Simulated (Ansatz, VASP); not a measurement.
ZnS in VASP and in Ansatz

INCAR

```
SYSTEM = ZnS
PREC = Accurate ; ENCUT = 520
EDIFF = 1E-7 ; ISMEAR = 0
SIGMA = 0.05 ; LREAL = .False.
LASPH = .True. ; NELM = 100
ALGO = Normal ; ISIF = 2
LWAVE = .False. ; LCHARG = .False.
GGA = PE ; NBANDS = 16
```

File KPOINTS:

```
regular mesh
0
Gamma
  8 8 8
  0 0 0
```

POSCAR

```
ZnS
1.0
    0.0000000000      2.7623874444      2.7623874444
    2.7623874444      0.0000000000      2.7623874444
    2.7623874444      2.7623874444      0.0000000000
Zn S
1 1
Direct
    0.0000000000      0.0000000000      0.0000000000
    0.7500000000      0.7500000000      0.7500000000
```

Input for Ansatz:

```yaml
crystal:
  lattice:
    - [0.0, 2.7623874444, 2.7623874444]
    - [2.7623874444, 0.0, 2.7623874444]
    - [2.7623874444, 2.7623874444, 0.0]
  atoms:
    - { symbol: Zn, position: [0.0, 0.0, 0.0] }
    - { symbol: S, position: [0.75, 0.75, 0.75] }
basis:
  ecutwfc: 420
kpoints:
  mp_grid: { grid: [8, 8, 8] }
hamiltonian:
  xc: pbe
scf:
  occupations: { method: gaussian, width: 0.05 }
output:
  forces: true
  stress: true
  eigenvalues: true
  write_density: true
  write_potential: true
  elf: true
  volumetric_format: npy
```

Change from the starting cell: strain +0.015 along x and y, +0.015 along z, atoms carried along.

Alike in both runs: task single point; functional PBE; k mesh 8 × 8 × 8; occupations gaussian, width 0.05 eV; no spin polarisation.

|  | VASP | Ansatz |
| --- | --- | --- |
| version | VASP 6.6.1 | Ansatz 0.2.0 |
| potentials or method | VASP PAW PBE potentials, release 64 (Zn, S), cutoff 520 eV | scalar-relativistic, plane waves, PAW |
| valence electrons in the cell | 18 | 18 |

Ansatz gave:

- gap on the k mesh at the Fermi level (eV): 1.83
- least direct gap on the mesh (eV): 1.83
- pressure (GPa): -2.8

**Question.** What did VASP give for the same quantities?

**Answer.** gap on the k mesh at the Fermi level (eV): 1.83; least direct gap on the mesh (eV): 1.83; pressure (GPa): -2.7.
